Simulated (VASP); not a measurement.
# W (Im-3m) in VASP: a series of runs

W is run at these levels: PBEsol; tasks: single point.

Program: VASP 6.6.1. These are calculated values, not measurements. Logs are shortened: lines on timing, memory, paths and dates and some standing lists are left out, and cuts for length are marked.

**1. The cell of the first run**

It takes space group Im-3m (No. 229, cubic). Conventional cell: a = 3.145 Å, b = 3.145 Å, c = 3.145 Å, α = 90.00°, β = 90.00°, γ = 90.00°. W (site symmetry m-3m) has 14 W at 2.72 to 3.14 Å within 3.6 Å.

**2. Single point, PBEsol**

File INCAR:

```
SYSTEM = W
  ALGO = Normal
  EDIFF = 1E-7
  ENCUT = 520
  GGA = PS
  ISIF = 2
  ISMEAR = 0
  LASPH = .True.
  LCHARG = .False.
  LREAL = .False.
  LWAVE = .False.
  NBANDS = 13
  NELM = 100
  PREC = Accurate
  SIGMA = 0.1
```

File KPOINTS:

```
k-points
0
Gamma
  18 18 18
  0 0 0
```

File POSCAR:

```
W
1.0
   -1.5724386807      1.5724386807      1.5724386807
    1.5724386807     -1.5724386807      1.5724386807
    1.5724386807      1.5724386807     -1.5724386807
W
1
Direct
    0.0000000000      0.0000000000      0.0000000000
```

Potentials or basis: VASP PAW PBE potentials, release 64 (W_sv).

Started as:

```console
$ cat potpaw_PBE.64/W_sv/POTCAR > POTCAR
$ mpirun -np 1 vasp_std > vasp.out
```

OUTCAR:

```text
SYSTEM = W
   EDIFF = 1E-7
   ENCUT = 520
   GGA = PS
   ISIF = 2
   ISMEAR = 0
   LASPH = .True.
   LREAL = .False.
   NELM = 100
   PREC = Accurate

 ion  position               nearest neighbor table
   1  0.000  0.000  0.000-

  LATTYP: Found a body centered cubic cell.
 ALAT       =     3.1448773614

  Lattice vectors:

 A1 = (  -1.5724386807,   1.5724386807,   1.5724386807)
 A2 = (   1.5724386807,  -1.5724386807,   1.5724386807)
 A3 = (   1.5724386807,   1.5724386807,  -1.5724386807)

Analysis of symmetry for initial positions (statically):
=====================================================================
 Subroutine PRICEL returns:
 Original cell was already a primitive cell.

 Routine SETGRP: Setting up the symmetry group for a
 body centered cubic supercell.

 Subroutine GETGRP returns: Found 48 space group operations
 (whereof 48 operations were pure point group operations)
 out of a pool of 48 trial point group operations.

The static configuration has the point symmetry O_h .

Analysis of symmetry for dynamics (positions and initial velocities):
=====================================================================
 Subroutine PRICEL returns:
 Original cell was already a primitive cell.

 Routine SETGRP: Setting up the symmetry group for a
 body centered cubic supercell.

 Subroutine GETGRP returns: Found 48 space group operations
 (whereof 48 operations were pure point group operations)
 out of a pool of 48 trial point group operations.

The dynamic configuration has the point symmetry O_h .

 Subroutine INISYM returns: Found 48 space group operations
 (whereof 48 operations are pure point group operations),
 and found     1 'primitive' translations

----------------------------------------------------------------------------------------

                                     Primitive cell

  volume of cell :      15.5518

  direct lattice vectors                    reciprocal lattice vectors
    -1.572438681  1.572438681  1.572438681     0.000000000  0.317977423  0.317977423
     1.572438681 -1.572438681  1.572438681     0.317977423  0.000000000  0.317977423
     1.572438681  1.572438681 -1.572438681     0.317977423  0.317977423  0.000000000

  length of vectors
     2.723543687  2.723543687  2.723543687     0.449687985  0.449687985  0.449687985

  position of ions in fractional coordinates (direct lattice)
     0.000000000  0.000000000  0.000000000

  ion indices of the primitive-cell ions
   primitive index   ion index
                 1           1

----------------------------------------------------------------------------------------

 KPOINTS: k-points

Automatic generation of k-mesh.
 Grid dimensions read from file:
 generate k-points for:   18   18   18

 Generating k-lattice:

  Cartesian coordinates                     Fractional coordinates (reciprocal lattice)
     0.000000000  0.017665412  0.017665412     0.055555556  0.000000000  0.000000000
     0.017665412  0.000000000  0.017665412     0.000000000  0.055555556  0.000000000
     0.017665412  0.017665412  0.000000000     0.000000000  0.000000000  0.055555556

  Length of vectors
     0.024982666  0.024982666  0.024982666

  Shift w.r.t. Gamma in fractional coordinates (k-lattice)
     0.000000000  0.000000000  0.000000000

 Subroutine IBZKPT returns following result:
 ===========================================

 Found    195 irreducible k-points:

 Following reciprocal coordinates:
            Coordinates               Weight
  0.000000  0.000000  0.000000      1.000000
  0.055556  0.000000  0.000000     12.000000
  0.111111  0.000000  0.000000     12.000000
  0.166667  0.000000  0.000000     12.000000
  0.222222  0.000000  0.000000     12.000000
  0.277778  0.000000  0.000000     12.000000
[... 16 lines left out ...]
  0.333333  0.111111  0.000000     48.000000
  0.388889  0.111111  0.000000     48.000000
 [... further k-points ...]
   k-points           NKPTS =    195   k-points in BZ     NKDIM =    195   number of bands    NBANDS=     13
   number of dos      NEDOS =    301   number of ions     NIONS =      1
   total plane-waves  NPLWV =   8000
   dimension x,y,z NGX =    20 NGY =   20 NGZ =   20
   dimension x,y,z NGXF=    40 NGYF=   40 NGZF=   40
   ions per type =               1
   NGX,Y,Z   is equivalent  to a cutoff of  12.21, 12.21, 12.21 a.u.
   NGXF,Y,Z  is equivalent  to a cutoff of  24.42, 24.42, 24.42 a.u.
 SYSTEM =  W
   PREC   = accura    normal or accurate (medium, high low for compatibility)
   ISTART =      0    job   : 0-new  1-cont  2-samecut
   ICHARG =      2    charge: 1-file 2-atom 10-const
   ISPIN  =      1    spin polarized calculation?
   LNONCOLLINEAR =      F non collinear calculations
   LSORBIT =      F    spin-orbit coupling
   LASPH  =      T    aspherical Exc in radial PAW
   ENCUT  =  520.0 eV  38.22 Ry    6.18 a.u.   5.06  5.06  5.06*2*pi/ulx,y,z
   NELM   =    100;   NELMIN=  2; NELMDL= -5     # of ELM steps
   EDIFF  = 0.1E-06   stopping-criterion for ELM
   LREAL  =      F    real-space projection
   EDIFFG = 0.1E-05   stopping-criterion for IOM
   NSW    =      0    number of steps for IOM
   IBRION =     -1    ionic relax: 0-MD 1-quasi-New 2-CG
   NFREE  =      0    steps in history (QN), initial steepest desc. (CG)
   ISIF   =      2    stress and relaxation
   ISYM   =      2    0-nonsym 1-usesym 2-fastsym
   POTIM  = 0.5000    time-step for ionic-motion
   TEBEG  =    0.0;   TEEND  =   0.0 temperature during run
   PSTRESS=    0.0 pullay stress
   NELECT =      14.0000    total number of electrons
   NUPDOWN=      -1.0000    fix difference up-down
   EMIN   =  10.00;   EMAX   =-10.00  energy-range for DOS
   EFERMI =   0.00;   METHOD = LEGACY
   ISMEAR =     0;   SIGMA  =   0.10  broadening in eV -4-tet -1-fermi 0-gaus
   EFERMI_NEDOS =   21; number of points for ismear=-14 and -15
   IALGO  =     38    algorithm
   IMIX   =      4    mixing-type and parameters
     AMIX     =   0.40;   BMIX     =  1.00
     AMIX_MAG =   1.60;   BMIX_MAG =  1.00
  volume/ion in A,a.u.               =      15.55       104.95
  Fermi-wavevector in a.u.,A,eV,Ry     =   1.580728  2.987143 33.996888  2.498701
  Thomas-Fermi vector in A             =   2.680911
   LORBIT       =      0    0 simple, 1 ext, 2 COOP (PROOUT), +10 PAW based schemes
   GGA     = PS    functional components
   LHFCALC =     F    Hartree Fock is set to
   AEXX    =    0.0000 exact exchange contribution
   IVDW    =     0    specifies the selected vdW correction
   LEPSILON=     F    determine dielectric tensor
   LRPA    =     F    only Hartree local field effects (RPA)
 non-spin polarized calculation
 Gauss-broadening in eV      SIGMA  =   0.10
  energy-cutoff  :      520.00
  volume of cell :       15.55
 maximum number of plane-waves:       432
   NGX = 11   NGY = 11   NGZ = 11

 number of electron      14.0000005 magnetization

 Free energy of the ion-electron system (eV)
  ---------------------------------------------------
  ext. energy  EPLUGINS =         0.00000000
  ---------------------------------------------------
  free energy    TOTEN  =       -13.79953858 eV

  energy without entropy =      -13.79612498  energy(sigma->0) =      -13.79783178

 E-fermi :  11.5433     XC(G=0): -13.8694

 val. band max:       11.5347270485   @ k =  -0.1667   0.1667   0.0556
 cond. band min:      11.5450117791   @ k =  -0.2778   0.3333   0.2222
 fundamental gap:      0.0102847306
 Fermi energy:        11.5432950736

 k-point     1 :       0.0000    0.0000    0.0000
  band No.  band energies     occupation
      1     -62.5674      2.00000
      2     -26.0960      2.00000
      3     -26.0960      2.00000
      4     -26.0960      2.00000
      5       1.7939      2.00000
      6      10.2857      2.00000
      7      10.2857      2.00000
      8      10.2857      2.00000
      9      13.8345      0.00000
     10      13.8345      0.00000
     11      26.1372      0.00000
     12      26.1372      0.00000
     13      26.1372      0.00000

 k-point     2 :       0.0556    0.0000    0.0000
  band No.  band energies     occupation
      1     -62.5629      2.00000
      2     -26.1412      2.00000
      3     -26.1100      2.00000
      4     -26.0962      2.00000
      5       1.9478      2.00000
      6      10.1912      2.00000
      7      10.2649      2.00000
      8      10.4343      2.00000
      9      13.6805      0.00000
     10      13.8350      0.00000
     11      26.2710      0.00000
     12      26.3982      0.00000
     13      26.5240      0.00000

 k-point     3 :       0.1111    0.0000    0.0000
  band No.  band energies     occupation
      1     -62.5503      2.00000
      2     -26.2699      2.00000
      3     -26.1501      2.00000
      4     -26.0969      2.00000
      5       2.3917      2.00000
      6       9.9303      2.00000
      7      10.1739      2.00000
      8      10.8749      2.00000
      9      13.3530      0.00000
     10      13.8444      0.00000
     11      26.6091      0.00000
     12      27.1566      0.00000
     13      27.5148      0.00000

 k-point     4 :       0.1667    0.0000    0.0000
  band No.  band energies     occupation
      1     -62.5309      2.00000
      2     -26.4631      2.00000
      3     -26.2110      2.00000
      4     -26.0980      2.00000
      5       3.0681      2.00000
      6       9.5589      2.00000
      7       9.9689      2.00000
      8      11.5928      0.48364
      9      13.1172      0.00000
     10      13.8816      0.00000
     11      26.9184      0.00000
     12      28.3516      0.00000
     13      28.5988      0.00000

 k-point     5 :       0.2222    0.0000    0.0000
  band No.  band energies     occupation
      1     -62.5070      2.00000
      2     -26.6939      2.00000
      3     -26.2849      2.00000
      4     -26.0995      2.00000
      5       3.8647      2.00000
      6       9.1416      2.00000
      7       9.7207      2.00000
      8      12.5616      0.00000
      9      13.1205      0.00000
     10      13.9663      0.00000
     11      26.7683      0.00000
     12      28.8024      0.00000
     13      29.9085      0.00000

 k-point     6 :       0.2778    0.0000    0.0000
  band No.  band energies     occupation
      1     -62.4815      2.00000
      2     -26.9323      2.00000
      3     -26.3624      2.00000
      4     -26.1010      2.00000
      5       4.5916      2.00000
      6       8.7351      2.00000
      7       9.6719      2.00000
      8      13.3201      0.00000
      9      13.7386      0.00000
     10      14.1087      0.00000
     11      25.9867      0.00000
     12      27.6869      0.00000
     13      31.7521      0.00000

 k-point     7 :       0.3333    0.0000    0.0000
  band No.  band energies     occupation
      1     -62.4575      2.00000
      2     -27.1503      2.00000
      3     -26.4343      2.00000
      4     -26.1024      2.00000
      5       5.0353      2.00000
      6       8.3820      2.00000
      7      10.0750      2.00000
      8      13.5934      0.00000
      9      14.3008      0.00000
     10      15.0526      0.00000
     11      24.9410      0.00000
     12      26.0621      0.00000
     13      33.0703      0.00000
[... 193 lines left out ...]
 k-point    20 :       0.1667    0.1111    0.0000
  band No.  band energies     occupation
      1     -62.4977      2.00000
      2     -26.7607      2.00000
      3     -26.2867      2.00000
      4     -26.1508      2.00000
      5       4.2439      2.00000
      6       9.1426      2.00000
      7       9.3360      2.00000
      8      12.7723      0.00000
      9      13.1662      0.00000
     10      14.2897      0.00000
     11      27.3383      0.00000
     12      28.2589      0.00000
     13      29.8028      0.00000

 k-point    21 :       0.2222    0.1111    0.0000
  band No.  band energies     occupation
      1     -62.4737      2.00000
      2     -26.9637      2.00000
      3     -26.3760      2.00000
      4     -26.1570      2.00000
      5       4.9907      2.00000
      6       8.7488      2.00000
      7       9.2483      2.00000
      8      12.9312      0.00000
      9      14.3698      0.00000
     10      14.4865      0.00000
     11      26.1860      0.00000
     12      27.8455      0.00000
     13      30.7837      0.00000

 k-point    22 :       0.2778    0.1111    0.0000
  band No.  band energies     occupation
      1     -62.4511      2.00000
      2     -27.1481      2.00000
      3     -26.4626      2.00000
      4     -26.1611      2.00000
      5       5.4673      2.00000
      6       8.4260      2.00000
      7       9.5467      2.00000
      8      13.2344      0.00000
      9      14.5960      0.00000
     10      15.7533      0.00000
     11      24.9599      0.00000
     12      26.4923      0.00000
     13      31.0323      0.00000

 k-point    23 :       0.3333    0.1111    0.0000
  band No.  band energies     occupation
      1     -62.4326      2.00000
      2     -27.2948      2.00000
      3     -26.5338      2.00000
      4     -26.1639      2.00000
      5       5.6093      2.00000
      6       8.1900      2.00000
      7      10.2428      2.00000
      8      13.5316      0.00000
      9      14.7464      0.00000
     10      17.0916      0.00000
     11      23.7999      0.00000
     12      25.0870      0.00000
     13      29.7012      0.00000

 k-point    24 :       0.3889    0.1111    0.0000
  band No.  band energies     occupation
      1     -62.4205      2.00000
      2     -27.3890      2.00000
      3     -26.5802      2.00000
      4     -26.1655      2.00000
      5       5.5919      2.00000
      6       8.0453      2.00000
      7      10.9983      2.00000
      8      13.6178      0.00000
      9      14.9891      0.00000
     10      18.1704      0.00000
     11      22.7374      0.00000
     12      24.2375      0.00000
     13      28.6658      0.00000

 [... further k-points ...]
[... 5 lines left out ...]
  --------------------------------------------------------------------------------------
  -------------------------------------------------------------------------------------
  Total        0.3582476      0.3582476      0.3582476      0.0000000     -0.0000000      0.0000000
  in kB       36.9073391     36.9073391     36.9073391      0.0000000     -0.0000000      0.0000000
  external PRESSURE =      36.9073391 kB  Pullay stress =       0.0000000 kB

 VOLUME and BASIS-vectors are now :
 -----------------------------------------------------------------------------
  energy-cutoff  :      520.00
  volume of cell :       15.55
      direct lattice vectors                 reciprocal lattice vectors
    -1.572438681  1.572438681  1.572438681     0.000000000  0.317977423  0.317977423
     1.572438681 -1.572438681  1.572438681     0.317977423  0.000000000  0.317977423
     1.572438681  1.572438681 -1.572438681     0.317977423  0.317977423  0.000000000

 POSITION                                       TOTAL-FORCE (eV/Angst)
 -----------------------------------------------------------------------------------
      0.00000      0.00000      0.00000         0.000000      0.000000     -0.000000
 -----------------------------------------------------------------------------------
    total drift:                                0.000000     -0.000000      0.000000

  FREE ENERGIE OF THE ION-ELECTRON SYSTEM (eV)
  ---------------------------------------------------
  free  energy   TOTEN  =       -13.7995385845 eV

  energy  without entropy=      -13.7961249795  energy(sigma->0) =      -13.79783178
```

It took 39 s on 1 thread of Intel Xeon 8259CL, shared host; peak memory 0.15 GiB.

What came out:

```
Free energy            : -13.7995 eV
Pressure               : 3.7 GPa
Band gap on the k mesh : zero (bands 7 and 8 overlap by 6.59 eV)
```

Levels at points of the mesh, in eV from the Fermi level:
```csv
k point,band 3,band 4,band 5,band 6,band 7,band 8,band 9,band 10,band 11,band 12
"(0.00, 0.00, 0.00)",-37.64,-37.64,-9.75,-1.26,-1.26,-1.26,2.29,2.29,14.59,14.59
"(0.50, 0.00, 0.00)",-38.09,-37.65,-6.41,-3.66,0.77,2.20,3.20,6.35,11.39,11.56
"(0.50, 0.50, 0.50)",-38.60,-38.60,-6.00,-6.00,5.33,5.33,5.33,8.42,8.42,8.42
```

Caveat: the cell stands under pressure; the PAW data sets were made with another functional, which shifts forces and pressure a little; spin-orbit coupling is left out, which moves the levels of the heavy elements.

**3. Single point, PBEsol**

This run uses another cell than the first one, of 15.84 Å³/atom.

File INCAR:

```
  ALGO = Fast
  EDIFF = 1E-6
  ENCUT = 520
  GGA = PS
  ISIF = 2
  ISMEAR = 0
  LASPH = True
  LCHARG = False
  LREAL = False
  LWAVE = False
  NBANDS = 13
  NELM = 80
  PREC = Accurate
  SIGMA = 0.1
```

File KPOINTS:

```
k-points
0
Gamma
  18 18 18
```

File POSCAR:

```
W
1.0
   -1.5821170497      1.5821170497      1.5821170497
    1.5821170497     -1.5821170497      1.5821170497
    1.5821170497      1.5821170497     -1.5821170497
W
1
Direct
    0.0000000000      0.0000000000      0.0000000000
```

Potentials or basis: VASP PAW PBE potentials, release 64 (W_sv).

Started as:

```console
$ cat potpaw_PBE.64/W_sv/POTCAR > POTCAR
$ mpirun -np 1 vasp_std > vasp.out
```

Run time: 47 s. Hardware: 1 thread of Intel Xeon 8259CL, shared host; peak memory 0.15 GiB.

Results (log left out):

```yaml
Free_energy: -13.8008 eV
Pressure: -2.4 GPa
Band_gap_on_the_k_mesh: zero (bands 7 and 8 overlap by 6.42 eV)
```

Levels at points of the mesh, in eV from the Fermi level:
| k point | band 3 | band 4 | band 5 | band 6 | band 7 | band 8 | band 9 | band 10 | band 11 | band 12 |
| --- | --- | --- | --- | --- | --- | --- | --- | --- | --- | --- |
| (0.00, 0.00, 0.00) | -37.69 | -37.69 | -9.65 | -1.23 | -1.23 | -1.23 | 2.25 | 2.25 | 14.55 | 14.55 |
| (0.50, 0.00, 0.00) | -38.11 | -37.70 | -6.29 | -3.57 | 0.70 | 2.14 | 3.12 | 6.18 | 11.09 | 11.51 |
| (0.50, 0.50, 0.50) | -38.60 | -38.60 | -5.85 | -5.85 | 5.19 | 5.19 | 5.19 | 8.27 | 8.27 | 8.27 |

Caveat: the PAW data sets were made with another functional, which shifts forces and pressure a little; spin-orbit coupling is left out, which moves the levels of the heavy elements.
